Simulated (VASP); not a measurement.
# Mo3Ru (P-6m2) in VASP: notebook, part 2 of 2

VASP 6.6.1. The steps go on from the part before.

## Step 4: Relaxation of cell and atoms, PBE

This run uses another cell than the first one, of 16.84 Å³/atom, 1.091 times its volume.

The input, INCAR:

```
SYSTEM = Mo3Ru
  ALGO = Fast
  EDIFF = 1E-6
  EDIFFG = -0.04
  ENCUT = 600
  GGA = PE
  IBRION = 2
  ISIF = 3
  ISMEAR = 0
  LASPH = .True.
  LCHARG = .False.
  LREAL = .False.
  LWAVE = .False.
  NELM = 60
  NSW = 90
  PREC = Accurate
  SIGMA = 0.1
```

The input, KPOINTS:

```
k-points
0
Gamma
  6 6 2
  0 0 0
```

The input, POSCAR:

```
Mo3Ru
1.0
    2.8970651600      0.0000000000      0.0000000000
   -1.4485325800      2.5089320200      0.0000000000
    0.0000000000      0.0000000000      9.2647284700
Mo Ru
3 1
Direct
    0.3333333300      0.6666666700      0.5000000000
    0.6666666700      0.3333333300      0.2500000000
    0.6666666700      0.3333333300      0.7500000000
    0.3333333300      0.6666666700      0.0000000000
```

Launch:

```bash
cat potpaw_PBE.64/Mo_sv/POTCAR potpaw_PBE.64/Ru_pv/POTCAR > POTCAR
mpirun -np 1 vasp_std > vasp.out
```

It took 7.2 min on 1 thread of Intel Xeon Platinum 8259CL at 2.50GHz (Skylake/Cascade Lake), shared host; peak memory 0.23 GiB.

The run converged. Its results:

| Property | Result |
| --- | --- |
| Free energy | -40.9872 eV |
| Relaxed volume | 15.45 Å³/atom |
| Relaxed cell | a = 2.776 Å, b = 2.776 Å, c = 9.259 Å, α = 90.00°, β = 90.00°, γ = 120.00° |
| Space group after relaxing (to 0.05 Å) | P-6m2 (No. 187) |
| Energy gained by relaxing | 138.0 meV/atom |
| Ionic steps | 11 |
| Pressure after relaxing | -0.2 GPa |
| Largest force after relaxing | 0.039 eV/Å |
| Band gap on the k mesh | zero (band 28 reaches 13.50 eV, above the bottom of band 29 at 11.57 eV) |

Forces in eV/Å, atoms in the order of the input:
```
Mo   0.000  0.000  0.000
Mo   0.000  0.000 -0.039
Mo   0.000  0.000  0.039
Ru   0.000  0.000  0.000
```

Stress tensor (GPa, compression positive):
```
-0.10  0.00  0.00
 0.00 -0.10  0.00
 0.00  0.00 -0.28
```

The path:
```
step  energy change (eV)  largest force (eV/Å)  pressure (GPa)  volume (Å³)
   1              0.0000                1.0300          -18.25        67.34
   2              1.8273                0.4666           77.67        50.32
   3             -0.3874                1.1025           -0.47        61.74
   4             -0.3897                1.1016            0.90        61.40
   5             -0.3898                1.1007            1.38        61.29
   6             -0.5152                0.6282            2.31        61.12
   7             -0.5368                0.3233            2.89        61.04
   8             -0.5391                0.1945            3.17        61.00
   9             -0.5112                0.0462           -6.92        63.61
  10             -0.5491                0.1372           -0.45        61.87
  11             -0.5521                0.0386           -0.16        61.81
```

Final structure:
```
Mo Ru
1.0
     2.77630    0.00000    0.00000
    -1.38815    2.40434    0.00000
     0.00000    0.00000    9.25899
Mo Ru
3 1
Cartesian
  0.0000 1.6029 4.6295
  1.3881 0.8014 2.2052
  1.3881 0.8014 7.0538
  0.0000 1.6029 9.2590
```

Levels at points of the mesh, in eV from the Fermi level:
```tsv
k point	band 26	band 27	band 28	band 29	band 30	band 31
(0.00, 0.00, 0.00)	-1.33	-0.76	-0.76	-0.34	-0.34	0.21
(0.50, 0.00, 0.00)	-0.43	0.53	0.92	1.29	1.70	1.74
(0.00, 0.00, 0.50)	-0.67	-0.67	-0.56	-0.49	-0.49	0.09
(0.50, 0.00, 0.50)	-0.17	-0.01	1.44	1.61	1.86	2.33
```

Caveat: the k points lie up to 0.44 Å⁻¹ apart in the final cell.

## Step 5: Single point, PBE

The input, INCAR:

```
PREC = Accurate
ENCUT = 520
EDIFF = 1E-6
ISMEAR = 0
SIGMA = 0.1
LREAL = F
LASPH = T
NELM = 100
ALGO = Fast
ISIF = 2
LWAVE = F
LCHARG = T
GGA = PE
LELF = T
LVHAR = T
NBANDS = 36
```

The input, KPOINTS:

```
regular mesh
0
Gamma
  18 18 6
```

The input, POSCAR:

```
Mo3Ru
1.0
    2.7652365322      0.0000000000      0.0000000000
   -1.3826182661      2.3947650844      0.0000000000
    0.0000000000      0.0000000000      9.3318609499
Mo Ru
3 1
Direct
    0.3333333333      0.6666666667      0.5000000000
    0.6666666667      0.3333333333      0.2371550450
    0.6666666667      0.3333333333      0.7628449550
    0.3333333333      0.6666666667      0.0000000000
```

Potentials or basis: VASP PAW PBE potentials, release 64 (Mo_sv, Ru_pv).

Launch:

```bash
cat potpaw_PBE.64/Mo_sv/POTCAR potpaw_PBE.64/Ru_pv/POTCAR > POTCAR
mpirun -np 1 vasp_std > vasp.out
```

OUTCAR:

```text
PREC = Accurate
   ENCUT = 520
   EDIFF = 1E-6
   ISMEAR = 0
   LREAL = F
   LASPH = T
   NELM = 100
   ISIF = 2
   GGA = PE

 ion  position               nearest neighbor table
   1  0.333  0.667  0.500-   2 2.93   3 2.93   2 2.93   3 2.93   2 2.93   3 2.93
   2  0.667  0.333  0.237-   4 2.73   4 2.73   4 2.73   1 2.93   1 2.93   1 2.93
   3  0.667  0.333  0.763-   4 2.73   4 2.73   4 2.73   1 2.93   1 2.93   1 2.93
   4  0.333  0.667  0.000-   2 2.73   3 2.73   2 2.73   3 2.73   2 2.73   3 2.73

  LATTYP: Found a hexagonal cell.
 ALAT       =     2.7652365322
 C/A-ratio  =     3.3747062290

  Lattice vectors:

 A1 = (   2.7652365322,   0.0000000000,   0.0000000000)
 A2 = (  -1.3826182661,   2.3947650844,   0.0000000000)
 A3 = (   0.0000000000,   0.0000000000,   9.3318609499)

Analysis of symmetry for initial positions (statically):
=====================================================================
 Subroutine PRICEL returns:
 Original cell was already a primitive cell.

 Routine SETGRP: Setting up the symmetry group for a
 hexagonal supercell.

 Subroutine GETGRP returns: Found 12 space group operations
 (whereof 12 operations were pure point group operations)
 out of a pool of 24 trial point group operations.

The static configuration has the point symmetry D_3h.

Analysis of symmetry for dynamics (positions and initial velocities):
=====================================================================
 Subroutine PRICEL returns:
 Original cell was already a primitive cell.

 Routine SETGRP: Setting up the symmetry group for a
 hexagonal supercell.

 Subroutine GETGRP returns: Found 12 space group operations
 (whereof 12 operations were pure point group operations)
 out of a pool of 24 trial point group operations.

The dynamic configuration has the point symmetry D_3h.

 Subroutine INISYM returns: Found 12 space group operations
 (whereof 12 operations are pure point group operations),
[... 119 lines left out ...]
     AMIX     =   0.40;   BMIX     =  1.00
     AMIX_MAG =   1.60;   BMIX_MAG =  1.00
  volume/ion in A,a.u.               =      15.45       104.26
  Fermi-wavevector in a.u.,A,eV,Ry     =   1.584223  2.993748 34.147398  2.509763
  Thomas-Fermi vector in A             =   2.683874
   LORBIT       =      0    0 simple, 1 ext, 2 COOP (PROOUT), +10 PAW based schemes
   GGA     = PE    functional components
   LHFCALC =     F    Hartree Fock is set to
   AEXX    =    0.0000 exact exchange contribution
   IVDW    =     0    specifies the selected vdW correction
   LEPSILON=     F    determine dielectric tensor
   LRPA    =     F    only Hartree local field effects (RPA)
 non-spin polarized calculation
 RMM-DIIS sequential band-by-band and
 Gauss-broadening in eV      SIGMA  =   0.10
  energy-cutoff  :      520.00
  volume of cell :       61.80
 maximum number of plane-waves:      1683
 NGX is ok and might be reduce to    24
   NGX = 11   NGY = 11   NGZ = 35

 number of electron      56.0000001 magnetization

 Free energy of the ion-electron system (eV)
  ---------------------------------------------------
  ext. energy  EPLUGINS =         0.00000000
  ---------------------------------------------------
  free energy    TOTEN  =       -41.07304625 eV

  energy without entropy =      -41.04855733  energy(sigma->0) =      -41.06080179

 E-fermi :  11.9671     XC(G=0): -13.4107

 val. band max:       11.9626181637   @ k =   0.2778   0.2222   0.1667
 cond. band min:      11.9728089016   @ k =   0.3333   0.3333   0.0000
 fundamental gap:      0.0101907379
 Fermi energy:        11.9670805910

 k-point     1 :       0.0000    0.0000    0.0000
  band No.  band energies     occupation
      1     -48.8726      2.00000
      2     -48.7986      2.00000
      3     -48.7596      2.00000
      4     -30.5848      2.00000
      5     -30.2545      2.00000
      6     -30.2545      2.00000
[... 925 lines left out ...]
     35      15.5493      0.00000
     36      17.1545      0.00000

 [... further k-points ...]

------------------------ aborting loop because EDIFF is reached ----------------------------------------

  FORCE on cell =-STRESS in cart. coord.  units (eV):
  Direction    XX          YY          ZZ          XY          YZ          ZX
  --------------------------------------------------------------------------------------
  -------------------------------------------------------------------------------------
  Total        0.1374914      0.1374914      0.1067523      0.0000000     -0.0000000      0.0000000
  in kB        3.5646977      3.5646977      2.7677342      0.0000000     -0.0000000      0.0000000
  external PRESSURE =       3.2990432 kB  Pullay stress =       0.0000000 kB

 VOLUME and BASIS-vectors are now :
 -----------------------------------------------------------------------------
  energy-cutoff  :      520.00
  volume of cell :       61.80
      direct lattice vectors                 reciprocal lattice vectors
     2.765236532  0.000000000  0.000000000     0.361632717  0.208788746  0.000000000
    -1.382618266  2.394765084  0.000000000     0.000000000  0.417577493  0.000000000
     0.000000000  0.000000000  9.331860950     0.000000000  0.000000000  0.107159762

 POSITION                                       TOTAL-FORCE (eV/Angst)
 -----------------------------------------------------------------------------------
     -0.00000      1.59651      4.66593        -0.000000     -0.000000      0.000000
      1.38262      0.79826      2.21310         0.000000      0.000000     -0.001817
      1.38262      0.79826      7.11876         0.000000      0.000000      0.001817
     -0.00000      1.59651      0.00000        -0.000000     -0.000000      0.000000
 -----------------------------------------------------------------------------------
    total drift:                               -0.000000      0.000000      0.000000

  FREE ENERGIE OF THE ION-ELECTRON SYSTEM (eV)
  ---------------------------------------------------
  free  energy   TOTEN  =       -41.0730462535 eV

  energy  without entropy=      -41.0485573305  energy(sigma->0) =      -41.06080179
```

OSZICAR:

```text
N       E                     dE             d eps       ncg     rms          rms(c)
DAV:   1     0.695161087944E+03    0.69516E+03   -0.35082E+04 10656   0.166E+03
DAV:   2    -0.197259685204E+02   -0.71489E+03   -0.70003E+03 11432   0.532E+02
DAV:   3    -0.431599770320E+02   -0.23434E+02   -0.22623E+02 13172   0.955E+01
DAV:   4    -0.435550400465E+02   -0.39506E+00   -0.39198E+00 12172   0.107E+01
DAV:   5    -0.435616343654E+02   -0.65943E-02   -0.65872E-02 12484   0.134E+00    0.264E+01
RMM:   6    -0.414469383736E+02    0.21147E+01   -0.52243E+00 10661   0.144E+01    0.877E+00
RMM:   7    -0.433348497280E+02   -0.18879E+01   -0.41232E+00 12375   0.963E+00    0.120E+01
RMM:   8    -0.411179172384E+02    0.22169E+01   -0.14836E+00 11265   0.592E+00    0.235E+00
RMM:   9    -0.410822749353E+02    0.35642E-01   -0.33297E-01 12663   0.201E+00    0.163E+00
RMM:  10    -0.410735333367E+02    0.87416E-02   -0.50951E-02 12683   0.122E+00    0.576E-01
RMM:  11    -0.410729824336E+02    0.55090E-03   -0.17278E-02 14366   0.620E-01    0.165E-01
RMM:  12    -0.410729705599E+02    0.11874E-04   -0.34401E-03 14067   0.267E-01    0.335E-02
RMM:  13    -0.410730409788E+02   -0.70419E-04   -0.66779E-04 15826   0.101E-01    0.269E-02
RMM:  14    -0.410730426862E+02   -0.17075E-05   -0.75445E-05 13897   0.402E-02    0.991E-03
RMM:  15    -0.410730457462E+02   -0.30600E-05   -0.25312E-05 12686   0.189E-02    0.384E-03
RMM:  16    -0.410730462535E+02   -0.50727E-06   -0.50123E-06  9822   0.765E-03
   1 F= -.41073046E+02 E0= -.41060802E+02  d E =-.244889E-01
```

Run time: 6.2 min. Hardware: 1 thread of Intel Xeon Platinum 8259CL at 2.50GHz (Skylake/Cascade Lake), shared host; peak memory 0.39 GiB.

Results:

```
Free energy            : -41.0730 eV
Pressure               : 0.3 GPa
Band gap on the k mesh : zero (band 28 reaches 13.48 eV, above the bottom of band 29 at 11.30 eV)
```

Stress tensor (GPa, compression positive):
```
0.36 0.00 0.00
0.00 0.36 0.00
0.00 0.00 0.28
```

Levels at points of the mesh, in eV from the Fermi level:
| k point | band 26 | band 27 | band 28 | band 29 | band 30 | band 31 |
| --- | --- | --- | --- | --- | --- | --- |
| (0.00, 0.00, 0.00) | -1.15 | -0.64 | -0.64 | -0.23 | -0.23 | 0.37 |
| (0.50, 0.00, 0.00) | -0.38 | 0.65 | 1.08 | 1.36 | 1.83 | 1.85 |
| (0.00, 0.00, 0.50) | -0.61 | -0.49 | -0.49 | -0.43 | -0.43 | 0.13 |
| (0.50, 0.00, 0.50) | -0.01 | 0.03 | 1.52 | 1.74 | 1.97 | 2.46 |

## Step 6: Overview

| task | cell | k mesh | cutoff (eV) | gap on the mesh (eV) | pressure (GPa) | largest force (eV/Å) |
| --- | --- | --- | --- | --- | --- | --- |
| single point | a = 2.775, b = 2.775, c = 9.251 Å, angles 90.0, 90.0, 120.0°, 4 atoms | 6 × 6 × 2 | 520 | none | 0.4 | - |
| single point | a = 2.897, b = 2.897, c = 9.265 Å, angles 90.0, 90.0, 120.0°, 4 atoms | 6 × 6 × 2 | 520 | none | -18.2 | 1.03 |
| relaxation of cell and atoms | relaxed from a = 2.897, b = 2.897, c = 9.265 Å, angles 90.0, 90.0, 120.0°, 4 atoms | 6 × 6 × 2 | 600 | none | -0.2 | 0.04 |
| single point | a = 2.765, b = 2.765, c = 9.332 Å, angles 90.0, 90.0, 120.0°, 4 atoms | 18 × 18 × 6 | 520 | none | 0.3 | - |

Alike in all rows: level PBE; potentials or basis VASP PAW PBE potentials, release 64 (Mo_sv, Ru_pv); no spin polarisation; smearing gaussian 0.1 eV.

Caveats: some runs use coarse meshes; forces of over 1 eV/Å act on the atoms, so gaps and moduli don't describe the material at rest (some runs).

Total energies depend on the potentials used, so only differences within one code and one set of settings carry meaning.
